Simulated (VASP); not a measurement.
**SrO: single point with PBE**

The system is SrO.

```xyz
4
Lattice="3.2368 0.0000 0.0000 -1.6184 2.8032 0.0000 0.0000 0.0000 7.8379" Properties=species:S:1:pos:R:3 pbc="T T T"
Sr    0.0000    0.0000    6.2643
Sr    0.0000    0.0000    1.5736
O     0.0000    1.8688    0.0000
O     1.6184    0.9344    0.0000
```

The cell was generated, and may not be a known phase.

- Program: VASP 6.6.1
- Task: single point
- Functional: PBE
- Potentials or basis: VASP PAW PBE potentials, release 64 (Sr_sv, O_h)
- Cutoff: 1340 eV
- k mesh: 6 × 6 × 2
- Occupations: gaussian, width 0.1 eV
- Spin: collinear spin, ferromagnetic start
- Starting moments: [0.0, 0.0, 1.0, 1.0] μB

```
Pressure                                              : 33.6 GPa
Largest force                                         : 0.576 eV/Å
Band gap on the k mesh                                : zero (filled and empty bands overlap)
Net moment                                            : 0.00 μB per cell
Valence electrons inside the program's atomic spheres : Sr 8.25; O 3.37
```

Forces on the atoms (eV/Å):
```
Sr   0.000  0.000 -0.576
Sr   0.000  0.000  0.576
O    0.000  0.000  0.000
O    0.000  0.000  0.000
```

Stress tensor (GPa, compression positive):
```
50.93  0.00  0.00
 0.00 50.93  0.00
 0.00  0.00 -1.11
```

Levels at points of the mesh, in eV from the Fermi level:
Spin up:
| k point | band 14 | band 15 | band 16 | band 17 | band 18 | band 19 |
| --- | --- | --- | --- | --- | --- | --- |
| (0.00, 0.00, 0.00) | -2.42 | -2.30 | -1.71 | -1.71 | -0.31 | 0.80 |
| (0.50, 0.00, 0.00) | -4.97 | -0.66 | 0.12 | 0.77 | 0.83 | 2.28 |
| (0.00, 0.00, 0.50) | -2.30 | -1.90 | -1.70 | -1.70 | -1.03 | 1.93 |
| (0.50, 0.00, 0.50) | -4.95 | -0.57 | 0.30 | 0.75 | 0.83 | 1.66 |
Spin down:
```
           k point  band 12  band 13  band 14  band 15  band 16  band 17  band 18  band 19  band 20  band 21
(0.00, 0.00, 0.00)    -6.87    -6.87    -2.42    -2.30    -1.71    -1.71    -0.31     0.80     3.24     3.24
(0.50, 0.00, 0.00)    -5.25    -5.18    -4.97    -0.66     0.12     0.77     0.83     2.28     2.39     2.49
(0.00, 0.00, 0.50)    -6.87    -6.87    -2.30    -1.90    -1.70    -1.70    -1.03     1.93     2.41     3.21
(0.50, 0.00, 0.50)    -5.27    -5.18    -4.95    -0.57     0.30     0.75     0.83     1.66     2.39     3.34
```

It took 9.9 min on 1 thread of AMD EPYC 7571, on a shared host, peak memory 0.56 GiB.

Caveat: the k points lie up to 0.40 Å⁻¹ apart, too coarse for converged energies and pressures of a metal.
